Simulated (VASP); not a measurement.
# Ta (Im-3m) in VASP: notebook

Aim: see how the results for Ta move with the level of theory and the settings. Levels: LDA, revPBE+D3(BJ), revPBE+D4. Tasks: single point.

Program: VASP 6.6.1. These are calculated values, not measurements. Logs are shortened: lines on timing, memory, paths and dates and some standing lists are left out, and cuts for length are marked.

**1. The cell of the first run**

It takes space group Im-3m (No. 229, cubic). The conventional cell has a = 3.324 Å, b = 3.324 Å, c = 3.324 Å, α = 90.00°, β = 90.00°, γ = 90.00°. Ta (site symmetry m-3m) has 14 Ta at 2.88 to 3.32 Å within 3.8 Å.

**2. Single point, LDA**

Input file INCAR:

```
SYSTEM = Ta
PREC     = Accurate       ! precision mode
ENCUT    = 500            ! plane-wave cutoff, eV
EDIFF    = 1E-6           ! SCF threshold, eV
ISMEAR   = -1             ! smearing method
SIGMA    = 0.05           ! smearing width, eV
LREAL    = .False.        ! projectors in reciprocal space
LASPH    = .True.         ! aspherical terms in the spheres
NELM     = 120            ! most SCF steps
ALGO     = Normal         ! electronic algorithm
ISIF     = 2              ! what is computed and relaxed
LWAVE    = .False.        ! write WAVECAR
LCHARG   = .False.        ! write CHGCAR
NBANDS   = 12             ! bands
GGA_COMPAT= .False.
```

Input file KPOINTS:

```
regular mesh
0
Gamma
  11 11 11
  0 0 0
```

Input file POSCAR:

```
Ta
1.0
   -1.6622159478      1.6622159478      1.6622159478
    1.6622159478     -1.6622159478      1.6622159478
    1.6622159478      1.6622159478     -1.6622159478
Ta
1
Direct
    0.0000000000      0.0000000000      0.0000000000
```

Potentials or basis: VASP PAW LDA potentials, release 64 (Ta_sv_GW).

Launch:

```sh
$ cat potpaw_LDA.64/Ta_sv_GW/POTCAR > POTCAR
$ mpirun -np 1 vasp_std > vasp.out
```

OUTCAR:

```text
SYSTEM = Ta
   PREC = Accurate
   ENCUT = 500
   EDIFF = 1E-6
   ISMEAR = -1
   LREAL = .False.
   LASPH = .True.
   NELM = 120
   ISIF = 2

 ion  position               nearest neighbor table
   1  0.000  0.000  0.000-

  LATTYP: Found a body centered cubic cell.
 ALAT       =     3.3244318956

  Lattice vectors:

 A1 = (  -1.6622159478,   1.6622159478,   1.6622159478)
 A2 = (   1.6622159478,  -1.6622159478,   1.6622159478)
 A3 = (   1.6622159478,   1.6622159478,  -1.6622159478)

Analysis of symmetry for initial positions (statically):
=====================================================================
 Subroutine PRICEL returns:
 Original cell was already a primitive cell.

 Routine SETGRP: Setting up the symmetry group for a
 body centered cubic supercell.

 Subroutine GETGRP returns: Found 48 space group operations
 (whereof 48 operations were pure point group operations)
 out of a pool of 48 trial point group operations.

The static configuration has the point symmetry O_h .

Analysis of symmetry for dynamics (positions and initial velocities):
=====================================================================
 Subroutine PRICEL returns:
 Original cell was already a primitive cell.

 Routine SETGRP: Setting up the symmetry group for a
 body centered cubic supercell.

 Subroutine GETGRP returns: Found 48 space group operations
 (whereof 48 operations were pure point group operations)
 out of a pool of 48 trial point group operations.

The dynamic configuration has the point symmetry O_h .

 Subroutine INISYM returns: Found 48 space group operations
 (whereof 48 operations are pure point group operations),
 and found     1 'primitive' translations

----------------------------------------------------------------------------------------

                                     Primitive cell

  volume of cell :      18.3706

  direct lattice vectors                    reciprocal lattice vectors
    -1.662215948  1.662215948  1.662215948     0.000000000  0.300803274  0.300803274
     1.662215948 -1.662215948  1.662215948     0.300803274  0.000000000  0.300803274
     1.662215948  1.662215948 -1.662215948     0.300803274  0.300803274  0.000000000

  length of vectors
     2.879042475  2.879042475  2.879042475     0.425400070  0.425400070  0.425400070

  position of ions in fractional coordinates (direct lattice)
     0.000000000  0.000000000  0.000000000

  ion indices of the primitive-cell ions
   primitive index   ion index
                 1           1

----------------------------------------------------------------------------------------

 KPOINTS: regular mesh

Automatic generation of k-mesh.
 Grid dimensions read from file:
 generate k-points for:   11   11   11

 Generating k-lattice:

  Cartesian coordinates                     Fractional coordinates (reciprocal lattice)
     0.000000000  0.027345752  0.027345752     0.090909091  0.000000000  0.000000000
     0.027345752  0.000000000  0.027345752     0.000000000  0.090909091  0.000000000
     0.027345752  0.027345752  0.000000000     0.000000000  0.000000000  0.090909091

  Length of vectors
     0.038672734  0.038672734  0.038672734

  Shift w.r.t. Gamma in fractional coordinates (k-lattice)
     0.000000000  0.000000000  0.000000000

 Subroutine IBZKPT returns following result:
 ===========================================

 Found     56 irreducible k-points:

 Following reciprocal coordinates:
            Coordinates               Weight
  0.000000  0.000000  0.000000      1.000000
  0.090909  0.000000  0.000000     12.000000
  0.181818  0.000000  0.000000     12.000000
  0.272727  0.000000  0.000000     12.000000
  0.363636  0.000000  0.000000     12.000000
  0.454545  0.000000  0.000000     12.000000
[... 16 lines left out ...]
  0.272727  0.181818  0.090909     48.000000
  0.363636  0.181818  0.090909     24.000000
 [... further k-points ...]
   k-points           NKPTS =     56   k-points in BZ     NKDIM =     56   number of bands    NBANDS=     12
   number of dos      NEDOS =    301   number of ions     NIONS =      1
   total plane-waves  NPLWV =  13824
   dimension x,y,z NGX =    24 NGY =   24 NGZ =   24
   dimension x,y,z NGXF=    48 NGYF=   48 NGZF=   48
   ions per type =               1
   NGX,Y,Z   is equivalent  to a cutoff of  13.86, 13.86, 13.86 a.u.
   NGXF,Y,Z  is equivalent  to a cutoff of  27.72, 27.72, 27.72 a.u.
 SYSTEM =  Ta
   PREC   = accura    normal or accurate (medium, high low for compatibility)
   ISTART =      0    job   : 0-new  1-cont  2-samecut
   ICHARG =      2    charge: 1-file 2-atom 10-const
   ISPIN  =      1    spin polarized calculation?
   LNONCOLLINEAR =      F non collinear calculations
   LSORBIT =      F    spin-orbit coupling
   LASPH  =      T    aspherical Exc in radial PAW
   ENCUT  =  500.0 eV  36.75 Ry    6.06 a.u.   5.25  5.25  5.25*2*pi/ulx,y,z
   NELM   =    120;   NELMIN=  2; NELMDL= -5     # of ELM steps
   EDIFF  = 0.1E-05   stopping-criterion for ELM
   LREAL  =      F    real-space projection
   EDIFFG = 0.1E-04   stopping-criterion for IOM
   NSW    =      0    number of steps for IOM
   IBRION =     -1    ionic relax: 0-MD 1-quasi-New 2-CG
   NFREE  =      0    steps in history (QN), initial steepest desc. (CG)
   ISIF   =      2    stress and relaxation
   ISYM   =      2    0-nonsym 1-usesym 2-fastsym
   POTIM  = 0.5000    time-step for ionic-motion
   TEBEG  =    0.0;   TEEND  =   0.0 temperature during run
   PSTRESS=    0.0 pullay stress
   NELECT =      13.0000    total number of electrons
   NUPDOWN=      -1.0000    fix difference up-down
   EMIN   =  10.00;   EMAX   =-10.00  energy-range for DOS
   EFERMI =   0.00;   METHOD = LEGACY
   ISMEAR =    -1;   SIGMA  =   0.05  broadening in eV -4-tet -1-fermi 0-gaus
   EFERMI_NEDOS =   21; number of points for ismear=-14 and -15
   IALGO  =     38    algorithm
   IMIX   =      4    mixing-type and parameters
     AMIX     =   0.40;   BMIX     =  1.00
     AMIX_MAG =   1.60;   BMIX_MAG =  1.00
  volume/ion in A,a.u.               =      18.37       123.97
  Fermi-wavevector in a.u.,A,eV,Ry     =   1.458865  2.756856 28.957113  2.128288
  Thomas-Fermi vector in A             =   2.575500
   LORBIT       =      0    0 simple, 1 ext, 2 COOP (PROOUT), +10 PAW based schemes
   GGA     = CA    functional components
   LHFCALC =     F    Hartree Fock is set to
   AEXX    =    0.0000 exact exchange contribution
   IVDW    =     0    specifies the selected vdW correction
   LEPSILON=     F    determine dielectric tensor
   LRPA    =     F    only Hartree local field effects (RPA)
 non-spin polarized calculation
  energy-cutoff  :      500.00
  volume of cell :       18.37
 maximum number of plane-waves:       478
 NGX is ok and might be reduce to    24
   NGX = 11   NGY = 11   NGZ = 11

 number of electron      12.9999999 magnetization

 Free energy of the ion-electron system (eV)
  ---------------------------------------------------
  ext. energy  EPLUGINS =         0.00000000
  ---------------------------------------------------
  free energy    TOTEN  =       -15.28040813 eV

  energy without entropy =      -15.27239246  energy(sigma->0) =      -15.27640029

 E-fermi :   9.9560     XC(G=0): -13.1574

 val. band max:        9.8647369785   @ k =  -0.4545  -0.4545   0.0909
 cond. band min:      10.0257783270   @ k =   0.3636   0.1818   0.0909
 fundamental gap:      0.1610413485
 Fermi energy:         9.9560475379

 k-point     1 :       0.0000    0.0000    0.0000
  band No.  band energies     occupation
      1     -56.8877      2.00000
      2     -23.0304      2.00000
      3     -23.0304      2.00000
      4     -23.0304      2.00000
      5       2.1942      2.00000
      6      10.6207      0.00000
      7      10.6207      0.00000
      8      10.6207      0.00000
      9      13.8043      0.00000
     10      13.8043      0.00000
     11      24.5480      0.00000
     12      24.5480      0.00000

 k-point     2 :       0.0909    0.0000    0.0000
  band No.  band energies     occupation
      1     -56.8791      2.00000
      2     -23.1260      2.00000
      3     -23.0600      2.00000
      4     -23.0307      2.00000
      5       2.5518      2.00000
      6      10.3967      0.00030
      7      10.5480      0.00001
      8      10.9732      0.00000
      9      13.4737      0.00000
     10      13.8086      0.00000
     11      24.8497      0.00000
     12      25.1607      0.00000

 k-point     3 :       0.1818    0.0000    0.0000
  band No.  band energies     occupation
      1     -56.8561      2.00000
      2     -23.3769      2.00000
      3     -23.1393      2.00000
      4     -23.0322      2.00000
      5       3.5215      2.00000
      6       9.8529      1.77442
      7      10.1986      0.01552
      8      12.0001      0.00000
      9      13.1321      0.00000
     10      13.8645      0.00000
     11      25.2580      0.00000
     12      26.8606      0.00000
[... 286 lines left out ...]
 k-point    23 :       0.2727    0.1818    0.0909
  band No.  band energies     occupation
      1     -56.7798      2.00000
      2     -23.9509      2.00000
      3     -23.4653      2.00000
      4     -23.2063      2.00000
      5       7.1648      2.00000
      6       8.4641      2.00000
      7       9.3731      1.99998
      8      14.1245      0.00000
      9      14.6517      0.00000
     10      18.9105      0.00000
     11      19.9916      0.00000
     12      23.6974      0.00000

 k-point    24 :       0.3636    0.1818    0.0909
  band No.  band energies     occupation
      1     -56.7738      2.00000
      2     -23.9537      2.00000
      3     -23.5402      2.00000
      4     -23.2138      2.00000
      5       7.1886      2.00000
      6       8.4044      2.00000
      7      10.0258      0.39734
      8      14.2019      0.00000
      9      14.7546      0.00000
     10      18.7307      0.00000
     11      19.8470      0.00000
     12      23.0892      0.00000

 [... further k-points ...]
[... 5 lines left out ...]
  --------------------------------------------------------------------------------------
  -------------------------------------------------------------------------------------
  Total       -1.5419903     -1.5419903     -1.5419903      0.0000000     -0.0000000      0.0000000
  in kB     -134.4837816   -134.4837816   -134.4837816      0.0000000     -0.0000000      0.0000000
  external PRESSURE =    -134.4837816 kB  Pullay stress =       0.0000000 kB

 VOLUME and BASIS-vectors are now :
 -----------------------------------------------------------------------------
  energy-cutoff  :      500.00
  volume of cell :       18.37
      direct lattice vectors                 reciprocal lattice vectors
    -1.662215948  1.662215948  1.662215948     0.000000000  0.300803274  0.300803274
     1.662215948 -1.662215948  1.662215948     0.300803274  0.000000000  0.300803274
     1.662215948  1.662215948 -1.662215948     0.300803274  0.300803274  0.000000000

 POSITION                                       TOTAL-FORCE (eV/Angst)
 -----------------------------------------------------------------------------------
      0.00000      0.00000      0.00000         0.000000     -0.000000      0.000000
 -----------------------------------------------------------------------------------
    total drift:                                0.000000      0.000000      0.000000

  FREE ENERGIE OF THE ION-ELECTRON SYSTEM (eV)
  ---------------------------------------------------
  free  energy   TOTEN  =       -15.2804081294 eV

  energy  without entropy=      -15.2723924550  energy(sigma->0) =      -15.27640029
```

Wall time 10 s (1 thread of Intel Xeon 6975P-C (Granite Rapids), shared host); peak memory 0.13 GiB.

Results:

```
Free energy : -15.2804 eV
Pressure    : -13.4 GPa
```

Caveat: spin-orbit coupling is left out, which moves the levels of the heavy elements.

**3. Single point, LDA**

This run uses another cell than the first one, of 18.73 Å³/atom, 1.020 times its volume.

Input file INCAR:

```
PREC     = Accurate       # precision mode
ENCUT    = 500            # plane-wave cutoff, eV
EDIFF    = 1E-6           # SCF threshold, eV
ISMEAR   = -1             # smearing method
SIGMA    = 0.05           # smearing width, eV
LREAL    = F              # projectors in reciprocal space
LASPH    = T              # aspherical terms in the spheres
NELM     = 120            # most SCF steps
ALGO     = Normal         # electronic algorithm
ISIF     = 2              # what is computed and relaxed
LWAVE    = F              # write WAVECAR
LCHARG   = T              # write CHGCAR
GGA      = CA             # functional
LELF     = T              # ELF
LVHAR    = T            
NBANDS   = 12             # bands
GGA_COMPAT= F
```

Input file KPOINTS:

```
regular mesh
0
Gamma
  11 11 11
```

Input file POSCAR:

```
Ta
1.0
   -1.6730098603      1.6730098603      1.6730098603
    1.6730098603     -1.6730098603      1.6730098603
    1.6730098603      1.6730098603     -1.6730098603
Ta
1
Direct
    0.0000000000      0.0000000000      0.0000000000
```

Potentials or basis: VASP PAW LDA potentials, release 64 (Ta_sv_GW).

Launch:

```sh
$ cat potpaw_LDA.64/Ta_sv_GW/POTCAR > POTCAR
$ mpirun -np 1 vasp_std > vasp.out
```

Run time: 8.4 s. Hardware: 1 thread of Intel Xeon Platinum 8488C (Sapphire Rapids), shared host; peak memory 0.14 GiB.

The run converged. Its results:

```yaml
Free_energy: -15.2487 eV
Pressure: -16.6 GPa
```

Levels at points of the mesh, in eV from the Fermi level:
| k point | band 3 | band 4 | band 5 | band 6 | band 7 | band 8 | band 9 | band 10 |
| --- | --- | --- | --- | --- | --- | --- | --- | --- |
| (0.00, 0.00, 0.00) | -33.06 | -33.06 | -7.69 | 0.67 | 0.67 | 0.67 | 3.78 | 3.78 |

Caveat: spin-orbit coupling is left out, which moves the levels of the heavy elements.

**4. Single point, revPBE+D3(BJ)**

This run uses another cell than the first one, of 17.50 Å³/atom, 0.953 times its volume.

Input file INCAR:

```
PREC = Accurate
ENCUT = 520
EDIFF = 1E-6
ISMEAR = -1
SIGMA = 0.05
LREAL = F
LASPH = T
NELM = 60
ALGO = Fast
ISIF = 2
LWAVE = F
LCHARG = F
GGA = RE
IVDW = 12
NBANDS = 12
```

KPOINTS is that of step 3.

Input file POSCAR:

```
Ta
1.0
   -1.6355798884      1.6355798884      1.6355798884
    1.6355798884     -1.6355798884      1.6355798884
    1.6355798884      1.6355798884     -1.6355798884
Ta
1
Direct
    0.0000000000      0.0000000000      0.0000000000
```

Potentials or basis: VASP PAW PBE potentials, release 64 (Ta_pv).

Launch:

```sh
$ cat potpaw_PBE.64/Ta_pv/POTCAR > POTCAR
$ mpirun -np 1 vasp_std > vasp.out
```

Wall time 14 s (1 thread of Intel Xeon 8259CL, shared host); peak memory 0.15 GiB.

Results (log left out):

| Property | Result |
| --- | --- |
| Free energy | -12.5980 eV |
| Pressure | 0.2 GPa |
| Dispersion energy per atom | -1.212 eV |

Levels at points of the mesh, in eV from the Fermi level:
| k point | band 3 | band 4 | band 5 | band 6 | band 7 | band 8 |
| --- | --- | --- | --- | --- | --- | --- |
| (0.00, 0.00, 0.00) | -32.98 | -8.03 | 0.75 | 0.75 | 0.75 | 4.13 |

Caveat: the PAW data sets were made with another functional, which shifts forces and pressure a little; spin-orbit coupling is left out, which moves the levels of the heavy elements; pairwise dispersion overbinds metals, which lowers pressure and volume.

[end of part 1 of 2]
